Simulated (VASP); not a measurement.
# Si in VASP: a series of runs, part 2 of 2

VASP 6.6.1. Earlier steps stand in the parts before.

**3. Single point, PBE**

The input, INCAR:

```
SYSTEM = Si
PREC = Accurate
ENCUT = 520
EDIFF = 1E-6
ISMEAR = -1
SIGMA = 0.02
LREAL = .False.
LASPH = .True.
NELM = 60
ALGO = Normal
ISIF = 2
LWAVE = .False.
LCHARG = .False.
LDIPOL = .True.
IDIPOL = 3
DIPOL = 0.5 0.5 0.500
GGA = PE
NBANDS = 16
```

The input, KPOINTS:

```
Automatic mesh
0
Gamma
  8 6 1
  0 0 0
```

The input, POSCAR:

```
Si
1.0
    3.8685410222      0.0000000000      0.0000000000
    0.0000000000      5.4709431802      0.0000000000
    0.0000000000      0.0000000000     12.7262000000
Si
4
Direct
    0.0000000000      0.3665610050      0.4321782332
    0.5000000000      0.1334389950      0.4321782332
    0.5000000000      0.8665609134      0.5678217668
    0.0000000000      0.6334390866      0.5678217668
```

Potentials or basis: VASP PAW PBE potentials, release 64 (Si).

Run with:

```bash
> cat potpaw_PBE.64/Si/POTCAR > POTCAR
> mpirun -np 1 vasp_std > vasp.out
```

OUTCAR:

```text
SYSTEM = Si
   PREC = Accurate
   ENCUT = 520
   EDIFF = 1E-6
   ISMEAR = -1
   LREAL = .False.
   LASPH = .True.
   NELM = 60
   ISIF = 2
   GGA = PE

 ion  position               nearest neighbor table
   1  0.000  0.367  0.432-   4 2.26   2 2.32   2 2.32
   2  0.500  0.133  0.432-   3 2.26   1 2.32   1 2.32
   3  0.500  0.867  0.568-   2 2.26   4 2.32   4 2.32
   4  0.000  0.633  0.568-   1 2.26   3 2.32   3 2.32

  LATTYP: Found a simple orthorhombic cell.
 ALAT       =     3.8685410222
 B/A-ratio  =     1.4142135624
 C/A-ratio  =     3.2896639656

  Lattice vectors:

 A1 = (   3.8685410222,   0.0000000000,   0.0000000000)
 A2 = (   0.0000000000,   5.4709431802,   0.0000000000)
 A3 = (   0.0000000000,   0.0000000000,  12.7262000000)

Analysis of symmetry for initial positions (statically):
=====================================================================
 Subroutine PRICEL returns:
 Original cell was already a primitive cell.

 Routine SETGRP: Setting up the symmetry group for a
 simple orthorhombic supercell.

 Subroutine GETGRP returns: Found  8 space group operations
 (whereof  4 operations were pure point group operations)
 out of a pool of  8 trial point group operations.

The static configuration has the point symmetry C_2h.
 The point group associated with its full space group is D_2h.

Analysis of symmetry for dynamics (positions and initial velocities):
=====================================================================
 Subroutine PRICEL returns:
 Original cell was already a primitive cell.

 Routine SETGRP: Setting up the symmetry group for a
 simple orthorhombic supercell.

 Subroutine GETGRP returns: Found  8 space group operations
 (whereof  4 operations were pure point group operations)
 out of a pool of  8 trial point group operations.

The dynamic configuration has the point symmetry C_2h.
 The point group associated with its full space group is D_2h.

[... 123 lines left out ...]
   LHFCALC =     F    Hartree Fock is set to
   AEXX    =    0.0000 exact exchange contribution
   IVDW    =     0    specifies the selected vdW correction
   LEPSILON=     F    determine dielectric tensor
   LRPA    =     F    only Hartree local field effects (RPA)
 non-spin polarized calculation
  energy-cutoff  :      520.00
  volume of cell :      269.34
 maximum number of plane-waves:      7304
 NGX is ok and might be reduce to    30
   NGX = 15   NGY = 21   NGZ = 47

 dipolmoment           0.000000      0.000000     -0.000000 electrons x Angstroem

 number of electron      15.9999999 magnetization

 dipolmoment           0.000000      0.000000      0.000000 electrons x Angstroem

 Free energy of the ion-electron system (eV)
  ---------------------------------------------------
  ext. energy  EPLUGINS =         0.00000000
  ---------------------------------------------------
  free energy    TOTEN  =       -18.15723198 eV

  energy without entropy =      -18.15482051  energy(sigma->0) =      -18.15602624

 E-fermi :  -1.5271     XC(G=0):  -4.0020

 val. band max:       -1.5274997912   @ k =   0.1250   0.5000   0.0000
 cond. band min:      -1.2563894424   @ k =   0.5000   0.0000   0.0000
 fundamental gap:      0.2711103488
 Fermi energy:        -1.5270867045

 k-point     1 :       0.0000    0.0000    0.0000
  band No.  band energies     occupation
      1     -12.3688      2.00000
      2      -9.8916      2.00000
      3      -7.8394      2.00000
      4      -4.2195      2.00000
      5      -3.7845      2.00000
      6      -3.7678      2.00000
[... 357 lines left out ...]
      3      -8.2484      2.00000
      4      -8.2484      2.00000
      5      -3.9026      2.00000
      6      -3.9026      2.00000
[... 8 lines left out ...]
     15       3.5763      0.00000
     16       3.5763      0.00000

------------------------ aborting loop because EDIFF is reached ----------------------------------------

 vacuum level on the upper side and lower side of the slab       (xc-potential included)        -0.360        -0.360

  FORCE on cell =-STRESS in cart. coord.  units (eV):
  Direction    XX          YY          ZZ          XY          YZ          ZX
  --------------------------------------------------------------------------------------
  -------------------------------------------------------------------------------------
  Total        1.4272344      1.4936596     -0.0263199      0.0000000     -0.0000000      0.0000000
  in kB        8.4898054      8.8849313     -0.1565621      0.0000000     -0.0000000      0.0000000
  external PRESSURE =       5.7393915 kB  Pullay stress =       0.0000000 kB

 VOLUME and BASIS-vectors are now :
 -----------------------------------------------------------------------------
  energy-cutoff  :      520.00
  volume of cell :      269.34
      direct lattice vectors                 reciprocal lattice vectors
     3.868541022  0.000000000  0.000000000     0.258495385  0.000000000  0.000000000
     0.000000000  5.470943180  0.000000000     0.000000000  0.182783839  0.000000000
     0.000000000  0.000000000 12.726200000     0.000000000  0.000000000  0.078578052

 POSITION                                       TOTAL-FORCE (eV/Angst)
 -----------------------------------------------------------------------------------
      0.00000      2.00543      5.49999        -0.000000     -0.003301      0.005690
      1.93427      0.73004      5.49999         0.000000      0.003301      0.005690
      1.93427      4.74091      7.22621        -0.000000     -0.003301     -0.005690
      0.00000      3.46551      7.22621         0.000000      0.003301     -0.005690
 -----------------------------------------------------------------------------------
    total drift:                               -0.000000      0.000003      0.000010

  FREE ENERGIE OF THE ION-ELECTRON SYSTEM (eV)
  ---------------------------------------------------
  free  energy   TOTEN  =       -18.1572319806 eV

  energy  without entropy=      -18.1548205059  energy(sigma->0) =      -18.15602624

 vacuum level on the upper side and lower side of the slab         2.731         2.731
```

It took 66 s on 1 thread of Intel Xeon Platinum 8488C (Sapphire Rapids), shared host; peak memory 0.35 GiB.

Results:

```
Free energy            : -18.1572 eV
Largest force          : 0.007 eV/Å
Band gap on the k mesh : zero (band 8 reaches -1.53 eV, above the bottom of band 9 at -1.62 eV)
```

Forces in eV/Å, atoms in the order of the input:
```
Si   0.000 -0.003  0.006
Si   0.000  0.003  0.006
Si   0.000 -0.003 -0.006
Si   0.000  0.003 -0.006
```

Levels at points of the mesh, in eV from the Fermi level:
| k point | band 5 | band 6 | band 7 | band 8 | band 9 | band 10 | band 11 | band 12 |
| --- | --- | --- | --- | --- | --- | --- | --- | --- |
| (0.00, 0.00, 0.00) | -2.26 | -2.24 | -1.08 | -0.65 | 1.16 | 1.43 | 2.76 | 2.91 |
| (0.50, 0.00, 0.00) | -2.99 | -2.99 | -0.61 | -0.61 | 0.27 | 0.27 | 3.05 | 3.05 |
| (0.00, 0.50, 0.00) | -1.57 | -1.57 | -0.32 | -0.32 | 0.47 | 0.47 | 2.47 | 2.47 |
| (0.50, 0.50, 0.00) | -2.38 | -2.38 | -1.62 | -1.62 | 1.54 | 1.54 | 3.77 | 3.77 |

**4. Single point, PBE**

This run uses another cell than the first one, of 94.89 Å³/atom, 1.409 times its volume.

The input, INCAR:

```
SYSTEM = Si
PREC = Accurate ; ENCUT = 520
EDIFF = 1E-7 ; ISMEAR = -1
SIGMA = 0.02 ; LREAL = .False.
LASPH = .True. ; NELM = 80
ALGO = Normal ; ISIF = 2
LWAVE = .False. ; LCHARG = .False.
LDIPOL = .True. ; IDIPOL = 3
DIPOL = 0.5 0.5 0.500 ; GGA = PE
NBANDS = 16
```

The input, KPOINTS:

```
regular mesh
0
Gamma
  8 6 1
  0 0 0
```

The input, POSCAR:

```
Si
1.0
    3.8685410222      0.0000000000      0.0000000000
    0.0000000000      5.4709431802      0.0000000000
    0.0000000000      0.0000000000     17.9343000000
Si
4
Direct
    0.0000000000      0.3750000000      0.4460734316
    0.5000000000      0.1250000000      0.4460734316
    0.5000000000      0.8750000000      0.5539265684
    0.0000000000      0.6250000000      0.5539265684
```

Run with:

```bash
> cat potpaw_PBE.64/Si/POTCAR > POTCAR
> mpirun -np 1 vasp_std > vasp.out
```

It took 2.1 min on 1 thread of Intel Xeon Platinum 8488C (Sapphire Rapids), shared host; peak memory 0.44 GiB.

The run converged. Its results:

```yaml
Free_energy: -18.0210 eV
Largest_force: 0.542 eV/Å
Band_gap_on_the_k_mesh: zero (band 8 reaches -2.36 eV, above the bottom of band 9 at -2.49 eV)
```

Forces in eV/Å, atoms in the order of the input:
```
Si   0.000 -0.150  0.520
Si   0.000  0.150  0.520
Si   0.000 -0.150 -0.520
Si   0.000  0.150 -0.520
```

Levels at points of the mesh, in eV from the Fermi level:
| k point | band 5 | band 6 | band 7 | band 8 | band 9 | band 10 | band 11 | band 12 |
| --- | --- | --- | --- | --- | --- | --- | --- | --- |
| (0.00, 0.00, 0.00) | -2.07 | -1.88 | -1.56 | -0.45 | 0.94 | 1.72 | 2.30 | 2.98 |
| (0.50, 0.00, 0.00) | -2.71 | -2.71 | -0.59 | -0.59 | 0.12 | 0.12 | 2.78 | 2.78 |
| (0.00, 0.50, 0.00) | -1.25 | -1.25 | -0.25 | -0.25 | 0.19 | 0.19 | 2.59 | 2.59 |
| (0.50, 0.50, 0.00) | -2.31 | -2.31 | -1.72 | -1.72 | 1.21 | 1.21 | 3.56 | 3.56 |
